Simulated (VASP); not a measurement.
NaTiB4, 6 atoms in the cell. It takes space group P6/mmm (No. 191, hexagonal). Conventional cell: a = 3.050 Å, b = 3.050 Å, c = 7.472 Å, α = 90.00°, β = 90.00°, γ = 120.00°. Within 3.8 Å of Na (site symmetry 6/mmm) lie 12 B at 2.80 Å and 6 Na at 3.05 Å and 2 Ti at 3.74 Å. Ti (site symmetry 6/mmm) has 12 B at 2.36 Å and 6 Ti at 3.05 Å within 3.1 Å. B (site symmetry 3m) has 3 B at 1.76 Å and 3 Ti at 2.36 Å within 2.4 Å. 

| Property | Result |
| --- | --- |
| Program | VASP 6.6.1 |
| Task | single point |
| Functional | PBE |
| Potentials or basis | VASP PAW PBE potentials, release 64 (Na_pv, Ti_sv, B) |
| Cutoff | 520 eV |
| k mesh | 15 × 15 × 6 |
| Occupations | gaussian, width 0.1 eV |
| Spin | no spin polarisation |
| Dipole correction | no |
| Further INCAR settings | ALGO = Normal; EDIFF = 1e-07; NBANDS = 24 |

Potentials or basis: VASP PAW PBE potentials, release 64 (Na_pv, Ti_sv, B).

Launch:

```console
$ cat potpaw_PBE.64/Na_pv/POTCAR potpaw_PBE.64/Ti_sv/POTCAR potpaw_PBE.64/B/POTCAR > POTCAR
$ mpirun -np 1 vasp_std > vasp.out
```

Hardware: 1 thread of AMD EPYC 7R13, on a shared host.

Question: How long does it take, and how much memory?

Answer: It took 5.4 min on 1 thread of AMD EPYC 7R13 (shared host), peak memory 0.25 GiB. Counts: scf iterations 18, k points 108.
